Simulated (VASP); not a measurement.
# Si16Ge (a cell with a defect) in VASP: further runs

Si16Ge (a cell with a defect) is run at these levels: r2SCAN; tasks: single point.

Everything below comes from runs of VASP 6.6.1. Logs are shortened: lines on timing, memory, paths and dates and some standing lists are left out, and cuts for length are marked.

### 1 The cell of the first run

The cell holds a defect, 17 atoms: a = 7.679 Å, b = 7.679 Å, c = 7.679 Å, α = 60.00°, β = 60.00°, γ = 60.00°.

### 2 Single point, r2SCAN

The input, POSCAR:

```
Si16Ge
1.0
    0.0000000000      5.4300000000      5.4300000000
    5.4300000000      0.0000000000      5.4300000000
    5.4300000000      5.4300000000      0.0000000000
Si Ge
16 1
Direct
    0.0117141824      0.0114448714     -0.0295662350
    0.1274213438      0.1271912676      0.1101225508
   -0.0196419411     -0.0198814637      0.4802586627
    0.1063002808      0.1059973619      0.6061745388
    0.0135780142      0.4975728857     -0.0022995911
    0.1522208612      0.6137095025      0.1138411844
    0.0116916284      0.4702791400      0.5115819616
    0.1274099048      0.6099781293      0.6273145786
    0.4977899742      0.0133844856     -0.0023019813
    0.6139886137      0.1519084085      0.1138917562
    0.4705465905      0.0114551246      0.5116149056
    0.6102245664      0.1271977445      0.6273325325
    0.5174489287      0.5171269869      0.0173163122
    0.6430700002      0.6428817144      0.1429911193
    0.4977905767      0.4975710849      0.5134969538
    0.6139555870      0.6137270508      0.6520940926
    0.8140666881      0.8137818049      0.3139489583
```

The input, INCAR.step1:

```
ALGO = Normal
EDIFF = 1E-4
ENCUT = 520
GGA = PE
ISMEAR = 0
LASPH = T
LCHARG = F
LREAL = Auto
LWAVE = T
NBANDS = 53
NELM = 100
PREC = Accurate
SIGMA = 0.05
```

The input, INCAR.step2:

```
ALGO = Normal
EDIFF = 1E-6
ENCUT = 520
ISIF = 2
ISMEAR = 0
ISTART = 1
LASPH = T
LCHARG = F
LMIXTAU = T
LREAL = Auto
LWAVE = F
METAGGA = R2SCAN
NBANDS = 53
NELM = 100
PREC = Accurate
SIGMA = 0.05
```

The input, KPOINTS:

```
k-points
0
Gamma
  2 2 2
```

Potentials or basis: VASP PAW PBE potentials, release 64 (Si, Ge_d).

On the command line:

```sh
> cat potpaw_PBE.64/Si/POTCAR potpaw_PBE.64/Ge_d/POTCAR > POTCAR
> cp INCAR.step1 INCAR
> mpirun -np 1 vasp_std > vasp.out
> cp INCAR.step2 INCAR
> mpirun -np 1 vasp_std > vasp.out
```

OUTCAR:

```text
EDIFF = 1E-6
   ENCUT = 520
   ISIF = 2
   ISMEAR = 0
   ISTART = 1
   LASPH = T
   LREAL = Auto
   METAGGA = R2SCAN
   NELM = 100
   PREC = Accurate

 ion  position               nearest neighbor table
   1  0.012  0.011  0.970-   4 2.31   2 2.33  17 2.42  10 2.50   6 2.50
   2  0.127  0.127  0.110-   9 2.33   5 2.33   1 2.33   3 2.34
   3  0.980  0.980  0.480-   8 2.34   2 2.34  12 2.34   4 2.37
   4  0.106  0.106  0.606-  11 2.31   1 2.31   7 2.31   3 2.37
   5  0.014  0.498  0.998-   2 2.33   8 2.33   6 2.33  14 2.34
   6  0.152  0.614  0.114-  13 2.31   5 2.33  17 2.42   1 2.50   7 2.50
   7  0.012  0.470  0.512-   4 2.31   8 2.33  17 2.42  16 2.50   6 2.50
   8  0.127  0.610  0.627-  15 2.33   5 2.33   7 2.33   3 2.34
   9  0.498  0.013  0.998-  12 2.33   2 2.33  10 2.33  14 2.34
  10  0.614  0.152  0.114-  13 2.31   9 2.33  17 2.42  11 2.50   1 2.50
  11  0.471  0.011  0.512-   4 2.31  12 2.33  17 2.42  10 2.50  16 2.50
  12  0.610  0.127  0.627-   9 2.33  15 2.33  11 2.33   3 2.34
  13  0.517  0.517  0.017-  10 2.31  16 2.31   6 2.31  14 2.36
  14  0.643  0.643  0.143-   9 2.34  15 2.34   5 2.34  13 2.36
  15  0.498  0.498  0.513-  12 2.33   8 2.33  16 2.33  14 2.34
  16  0.614  0.614  0.652-  13 2.31  15 2.33  17 2.42  11 2.50   7 2.50
  17  0.814  0.814  0.314-  10 2.42  16 2.42   6 2.42   7 2.42   1 2.42  11 2.42

  LATTYP: Found a face centered cubic cell.
 ALAT       =    10.8600000000

  Lattice vectors:

 A1 = (   0.0000000000,   5.4300000000,   5.4300000000)
 A2 = (   5.4300000000,   0.0000000000,   5.4300000000)
 A3 = (   5.4300000000,   5.4300000000,   0.0000000000)

Analysis of symmetry for initial positions (statically):
=====================================================================
 Subroutine PRICEL returns:
 Original cell was already a primitive cell.

 Routine SETGRP: Setting up the symmetry group for a
 face centered cubic supercell.

 Subroutine GETGRP returns: Found  1 space group operations
 (whereof  1 operations were pure point group operations)
 out of a pool of 48 trial point group operations.

The static configuration has the point symmetry C_1 .

Analysis of symmetry for dynamics (positions and initial velocities):
=====================================================================
 Subroutine PRICEL returns:
 Original cell was already a primitive cell.

 Routine SETGRP: Setting up the symmetry group for a
 face centered cubic supercell.

 Subroutine GETGRP returns: Found  1 space group operations
 (whereof  1 operations were pure point group operations)
 out of a pool of 48 trial point group operations.

The dynamic configuration has the point symmetry C_1 .

 Subroutine INISYM returns: Found  1 space group operations
 (whereof  1 operations are pure point group operations),
 and found     1 'primitive' translations

----------------------------------------------------------------------------------------

                                     Primitive cell

  volume of cell :     320.2060

  direct lattice vectors                    reciprocal lattice vectors
     0.000000000  5.430000000  5.430000000    -0.092081031  0.092081031  0.092081031
     5.430000000  0.000000000  5.430000000     0.092081031 -0.092081031  0.092081031
     5.430000000  5.430000000  0.000000000     0.092081031  0.092081031 -0.092081031

  length of vectors
     7.679179644  7.679179644  7.679179644     0.159489025  0.159489025  0.159489025

  position of ions in fractional coordinates (direct lattice)
     0.011714182  0.011444871  0.970433765
     0.127421344  0.127191268  0.110122551
     0.980358059  0.980118536  0.480258663
     0.106300281  0.105997362  0.606174539
     0.013578014  0.497572886  0.997700409
     0.152220861  0.613709503  0.113841184
[... 9 lines left out ...]
     0.613955587  0.613727051  0.652094093
     0.814066688  0.813781805  0.313948958

  ion indices of the primitive-cell ions
   primitive index   ion index
                 1           1
                 2           2
                 3           3
                 4           4
                 5           5
                 6           6
[... 9 lines left out ...]
                16          16
                17          17

----------------------------------------------------------------------------------------

 KPOINTS: k-points

Automatic generation of k-mesh.
 Grid dimensions read from file:
 generate k-points for:    2    2    2

 Generating k-lattice:

  Cartesian coordinates                     Fractional coordinates (reciprocal lattice)
    -0.046040516  0.046040516  0.046040516     0.500000000  0.000000000  0.000000000
     0.046040516 -0.046040516  0.046040516     0.000000000  0.500000000  0.000000000
     0.046040516  0.046040516 -0.046040516     0.000000000  0.000000000  0.500000000

  Length of vectors
     0.079744512  0.079744512  0.079744512

  Shift w.r.t. Gamma in fractional coordinates (k-lattice)
     0.000000000  0.000000000  0.000000000

 Subroutine IBZKPT returns following result:
 ===========================================

 Found      8 irreducible k-points:

 Following reciprocal coordinates:
            Coordinates               Weight
  0.000000  0.000000  0.000000      1.000000
  0.500000  0.000000  0.000000      1.000000
  0.000000  0.500000  0.000000      1.000000
  0.000000  0.000000  0.500000      1.000000
  0.500000  0.500000  0.500000      1.000000
  0.500000  0.500000  0.000000      1.000000
  0.000000  0.500000  0.500000      1.000000
  0.500000  0.000000  0.500000      1.000000
   k-points           NKPTS =      8   k-points in BZ     NKDIM =      8   number of bands    NBANDS=     53
   number of dos      NEDOS =    301   number of ions     NIONS =     17
   total plane-waves  NPLWV = 216000
   dimension x,y,z NGX =    60 NGY =   60 NGZ =   60
   dimension x,y,z NGXF=   120 NGYF=  120 NGZF=  120
   ions per type =              16   1
   NGX,Y,Z   is equivalent  to a cutoff of  12.99, 12.99, 12.99 a.u.
   NGXF,Y,Z  is equivalent  to a cutoff of  25.98, 25.98, 25.98 a.u.
 SYSTEM =  unknown system
   PREC   = accura    normal or accurate (medium, high low for compatibility)
   ISTART =      1    job   : 0-new  1-cont  2-samecut
   ICHARG =      0    charge: 1-file 2-atom 10-const
   ISPIN  =      1    spin polarized calculation?
[... 15 lines left out ...]
   PSTRESS=    0.0 pullay stress
   NELECT =      78.0000    total number of electrons
   NUPDOWN=      -1.0000    fix difference up-down
   EMIN   =  10.00;   EMAX   =-10.00  energy-range for DOS
   EFERMI =   0.00;   METHOD = LEGACY
   ISMEAR =     0;   SIGMA  =   0.05  broadening in eV -4-tet -1-fermi 0-gaus
   EFERMI_NEDOS =   21; number of points for ismear=-14 and -15
   IALGO  =     38    algorithm
   IMIX   =      4    mixing-type and parameters
     AMIX     =   0.40;   BMIX     =  1.00
     AMIX_MAG =   1.60;   BMIX_MAG =  1.00
  volume/ion in A,a.u.               =      18.84       127.11
  Fermi-wavevector in a.u.,A,eV,Ry     =   1.022421  1.932096 14.222785  1.045345
  Thomas-Fermi vector in A             =   2.156100
   LORBIT       =      0    0 simple, 1 ext, 2 COOP (PROOUT), +10 PAW based schemes
   METAGGA = R2SCAN    functional components
   LHFCALC =     F    Hartree Fock is set to
   AEXX    =    0.0000 exact exchange contribution
   IVDW    =     0    specifies the selected vdW correction
   LEPSILON=     F    determine dielectric tensor
   LRPA    =     F    only Hartree local field effects (RPA)
 non-spin polarized calculation
 Gauss-broadening in eV      SIGMA  =   0.05
  energy-cutoff  :      520.00
  volume of cell :      320.21
 maximum number of plane-waves:      8646
 NGX is ok and might be reduce to    60
   NGX = 29   NGY = 29   NGZ = 29

 number of electron      78.0000001 magnetization

 Free energy of the ion-electron system (eV)
  ---------------------------------------------------
  ext. energy  EPLUGINS =         0.00000000
  ---------------------------------------------------
  free energy    TOTEN  =      -148.93281049 eV

  energy without entropy =     -148.93070871  energy(sigma->0) =     -148.93175960

 E-fermi :   6.7804     XC(G=0): -10.2548

 val. band max:        6.7239130968   @ k =   0.5000   0.5000   0.5000
 cond. band min:       6.8480231130   @ k =   0.0000   0.0000   0.0000
 fundamental gap:      0.1241100162
 Fermi energy:         6.7804210505

 k-point     1 :       0.0000    0.0000    0.0000
  band No.  band energies     occupation
      1     -18.6712      2.00000
      2     -18.6712      2.00000
      3     -18.5122      2.00000
      4     -18.5122      2.00000
      5     -18.5058      2.00000
      6      -7.0964      2.00000
[... 43 lines left out ...]
     50       8.8592      0.00000
     51       8.9181      0.00000

 k-point     2 :       0.5000    0.0000    0.0000
  band No.  band energies     occupation
      1     -18.6712      2.00000
      2     -18.6712      2.00000
      3     -18.5122      2.00000
      4     -18.5122      2.00000
      5     -18.5058      2.00000
      6      -6.6722      2.00000
[... 43 lines left out ...]
     50       9.8082      0.00000
     51      10.3278      0.00000

 k-point     3 :       0.0000    0.5000    0.0000
  band No.  band energies     occupation
      1     -18.6712      2.00000
      2     -18.6712      2.00000
      3     -18.5122      2.00000
      4     -18.5122      2.00000
      5     -18.5058      2.00000
      6      -6.6722      2.00000
[... 43 lines left out ...]
     50       9.8082      0.00000
     51      10.3274      0.00000

 k-point     4 :       0.0000    0.0000    0.5000
  band No.  band energies     occupation
      1     -18.6712      2.00000
      2     -18.6712      2.00000
      3     -18.5122      2.00000
      4     -18.5122      2.00000
      5     -18.5058      2.00000
      6      -6.6722      2.00000
[... 43 lines left out ...]
     50       9.8082      0.00000
     51      10.3277      0.00000

 k-point     5 :       0.5000    0.5000    0.5000
  band No.  band energies     occupation
      1     -18.6712      2.00000
      2     -18.6712      2.00000
      3     -18.5122      2.00000
      4     -18.5122      2.00000
      5     -18.5058      2.00000
      6      -6.7549      2.00000
[... 43 lines left out ...]
     50      10.0126      0.00000
     51      10.5391      0.00000

 k-point     6 :       0.5000    0.5000    0.0000
  band No.  band energies     occupation
      1     -18.6712      2.00000
      2     -18.6712      2.00000
      3     -18.5122      2.00000
      4     -18.5122      2.00000
      5     -18.5058      2.00000
      6      -6.5672      2.00000
[... 43 lines left out ...]
     50      10.6782      0.00000
     51      10.7769      0.00000

 k-point     7 :       0.0000    0.5000    0.5000
  band No.  band energies     occupation
      1     -18.6712      2.00000
      2     -18.6712      2.00000
      3     -18.5122      2.00000
      4     -18.5122      2.00000
      5     -18.5058      2.00000
      6      -6.5672      2.00000
[... 43 lines left out ...]
     50      10.6782      0.00000
     51      10.7770      0.00000

 k-point     8 :       0.5000    0.0000    0.5000
  band No.  band energies     occupation
      1     -18.6712      2.00000
      2     -18.6712      2.00000
      3     -18.5122      2.00000
      4     -18.5122      2.00000
      5     -18.5058      2.00000
      6      -6.5672      2.00000
[... 43 lines left out ...]
     50      10.6782      0.00000
     51      10.7769      0.00000
 [bands above 51 left out]

------------------------ aborting loop because EDIFF is reached ----------------------------------------

  FORCE on cell =-STRESS in cart. coord.  units (eV):
  Direction    XX          YY          ZZ          XY          YZ          ZX
  --------------------------------------------------------------------------------------
  -------------------------------------------------------------------------------------
  Total        9.4842697      9.4924866      9.4885905     -1.4234654     -1.4236744     -1.4217224
  in kB       47.4553296     47.4964434     47.4769489     -7.1224269     -7.1234729     -7.1137060
  external PRESSURE =      47.4762406 kB  Pullay stress =       0.0000000 kB

 VOLUME and BASIS-vectors are now :
 -----------------------------------------------------------------------------
  energy-cutoff  :      520.00
  volume of cell :      320.21
      direct lattice vectors                 reciprocal lattice vectors
     0.000000000  5.430000000  5.430000000    -0.092081031  0.092081031  0.092081031
     5.430000000  0.000000000  5.430000000     0.092081031 -0.092081031  0.092081031
     5.430000000  5.430000000  0.000000000     0.092081031  0.092081031 -0.092081031

 POSITION                                       TOTAL-FORCE (eV/Angst)
 -----------------------------------------------------------------------------------
      5.33160      5.33306      0.12575         0.000946      0.001530      0.002038
      1.28861      1.28986      1.38255         0.004691      0.004317     -0.000790
      7.92985      7.93115     10.64539         0.002788      0.003648      0.003293
      3.86709      3.86874      1.15278         0.004821      0.002705      0.004008
      8.11933      5.49124      2.77555         0.003547     -0.004049     -0.003901
      3.95060      1.44472      4.15900        -0.011227      0.006031      0.005406
[... 9 lines left out ...]
      6.87341      6.87465      6.66632         0.005919      0.006109     -0.011243
      6.12358      6.12512      8.83922         0.001448      0.001147      0.001405
 -----------------------------------------------------------------------------------
    total drift:                               -0.005870     -0.006097     -0.006990

  FREE ENERGIE OF THE ION-ELECTRON SYSTEM (eV)
  ---------------------------------------------------
  free  energy   TOTEN  =      -148.9328104854 eV

  energy  without entropy=     -148.9307087150  energy(sigma->0) =     -148.93175960
```

Wall time 5.4 min (1 thread of Intel Xeon 6975P-C (Granite Rapids), shared host); peak memory 0.56 GiB.

Results:

- Free energy: -148.9328 eV
- Pressure: 4.7 GPa
- Largest force: 0.017 eV/Å
- Band gap on the k mesh: 0.12 eV

Forces on the atoms (eV/Å):
```
Si   0.001  0.002  0.002
Si   0.005  0.004 -0.001
Si   0.003  0.004  0.003
Si   0.005  0.003  0.004
Si   0.004 -0.004 -0.004
Si  -0.011  0.006  0.005
Si   0.001  0.004  0.001
Si   0.005  0.000  0.004
Si  -0.004  0.004 -0.004
Si   0.007 -0.012  0.007
Si   0.001  0.002  0.001
Si  -0.001  0.004  0.005
Si  -0.008 -0.010 -0.008
Si  -0.010 -0.009 -0.010
Si  -0.003 -0.004  0.004
Si   0.006  0.006 -0.011
Ge   0.001  0.001  0.001
```

Levels at points of the mesh, in eV from the valence-band top:
| k point | band 37 | band 38 | band 39 | band 40 | band 41 | band 42 |
| --- | --- | --- | --- | --- | --- | --- |
| (0.00, 0.00, 0.00) | -0.60 | -0.60 | -0.58 | 0.12 | 0.12 | 0.42 |
| (0.50, 0.00, 0.00) | -1.44 | -0.82 | -0.36 | 0.39 | 0.92 | 1.10 |
| (0.00, 0.50, 0.00) | -1.44 | -0.82 | -0.36 | 0.39 | 0.92 | 1.10 |
| (0.00, 0.00, 0.50) | -1.44 | -0.82 | -0.36 | 0.39 | 0.92 | 1.10 |
| (0.50, 0.50, 0.50) | -1.36 | -1.36 | 0.00 | 0.67 | 0.67 | 1.42 |
| (0.50, 0.50, 0.00) | -1.86 | -0.48 | -0.21 | 0.62 | 1.58 | 1.69 |
| (0.00, 0.50, 0.50) | -1.86 | -0.48 | -0.21 | 0.62 | 1.58 | 1.69 |
| (0.50, 0.00, 0.50) | -1.86 | -0.48 | -0.21 | 0.62 | 1.58 | 1.69 |

Caveat: the k points lie up to 0.50 Å⁻¹ apart; the PAW data sets were made with another functional, which shifts forces and pressure a little.

### 3 Single point, r2SCAN

The input, POSCAR:

```
Si16Ge
1.0
    0.0000000000      5.4300000000      5.4300000000
    5.4300000000      0.0000000000      5.4300000000
    5.4300000000      5.4300000000      0.0000000000
Si Ge
16 1
Direct
   -0.0182343461     -0.0185065991      0.0542348331
    0.1265431724      0.1262614336      0.1353760745
    0.0103352902      0.0099705997      0.5062900521
    0.1072448837      0.1069312144      0.6775931514
    0.0142704767      0.4966872782     -0.0087170809
    0.1265733569      0.6108295558      0.1352584034
    0.0103596551      0.4720503925      0.5061403798
    0.1540144541      0.6122398860      0.6200863255
    0.4969794187      0.0139963468     -0.0087362549
    0.6110948822      0.1262923913      0.1352781214
    0.4723860527      0.0100083693      0.5061688698
    0.6126946891      0.1535643780      0.6200548425
    0.4970023928      0.4967076823     -0.0086867789
    0.6441033563      0.6438280090      0.0672430271
    0.5182210666      0.5177867853      0.4448516230
    0.6126751262      0.6122160710      0.6201335252
    0.8100738826      0.8096499858      0.5691398659
```

The input, INCAR.step1:

```
PREC = Accurate
ENCUT = 520
ISMEAR = 0
SIGMA = 0.05
LREAL = Auto
LASPH = True
NELM = 60
NBANDS = 53
GGA = PE
ALGO = Normal
EDIFF = 1E-4
LWAVE = True
LCHARG = False
```

The input, INCAR.step2:

```
PREC = Accurate
ENCUT = 520
EDIFF = 1E-7
ISMEAR = 0
SIGMA = 0.05
LREAL = Auto
LASPH = True
NELM = 60
ALGO = Normal
ISIF = 2
LWAVE = False
LCHARG = False
METAGGA = R2SCAN
LMIXTAU = True
NBANDS = 53
ISTART = 1
```

The input, KPOINTS:

```
Automatic mesh
0
Gamma
  2 2 2
```

Potentials or basis: VASP PAW PBE potentials, release 64 (Si, Ge_d).

On the command line:

```sh
> cat potpaw_PBE.64/Si/POTCAR potpaw_PBE.64/Ge_d/POTCAR > POTCAR
> cp INCAR.step1 INCAR
> mpirun -np 1 vasp_std > vasp.out
> cp INCAR.step2 INCAR
> mpirun -np 1 vasp_std > vasp.out
```

It took 4.9 min on 1 thread of Intel Xeon 6975P-C (Granite Rapids), shared host; peak memory 0.56 GiB.

It converged, with:

| Item | Value |
| --- | --- |
| Free energy | -148.9329 eV |
| Pressure | 4.8 GPa |
| Largest force | 0.013 eV/Å |
| Band gap on the k mesh | 0.12 eV |

Forces in eV/Å, atoms in the order of the input:
```
Si   0.002  0.002 -0.003
Si  -0.006 -0.005  0.000
Si  -0.003 -0.001  0.007
Si  -0.008 -0.008  0.007
Si   0.004 -0.001 -0.006
Si   0.000 -0.005  0.005
Si  -0.007  0.000  0.004
Si   0.004  0.004 -0.003
Si  -0.001  0.005 -0.007
Si  -0.005  0.001  0.004
Si  -0.003 -0.004  0.003
Si   0.008  0.001 -0.003
Si   0.004  0.004 -0.001
Si  -0.002 -0.002  0.002
Si   0.007  0.007 -0.008
Si   0.004  0.000 -0.006
Ge   0.002  0.000  0.004
```

Stress tensor (GPa, compression positive):
```
 4.76 -0.71  0.71
-0.71  4.76  0.71
 0.71  0.71  4.76
```

Levels at points of the mesh, in eV from the valence-band top:
```csv
k point,band 37,band 38,band 39,band 40,band 41,band 42
"(0.00, 0.00, 0.00)",-0.60,-0.60,-0.59,0.12,0.12,0.42
"(0.50, 0.00, 0.00)",-1.45,-0.82,-0.36,0.38,0.92,1.09
"(0.00, 0.50, 0.00)",-1.45,-0.82,-0.36,0.38,0.92,1.09
"(0.00, 0.00, 0.50)",-1.37,-1.37,0.00,0.66,0.66,1.41
"(0.50, 0.50, 0.50)",-1.45,-0.82,-0.36,0.38,0.92,1.09
"(0.50, 0.50, 0.00)",-1.87,-0.49,-0.22,0.62,1.57,1.68
"(0.00, 0.50, 0.50)",-1.87,-0.49,-0.22,0.62,1.57,1.68
"(0.50, 0.00, 0.50)",-1.87,-0.49,-0.22,0.62,1.57,1.68
```

Caveat: the k points lie up to 0.50 Å⁻¹ apart; the PAW data sets were made with another functional, which shifts forces and pressure a little.
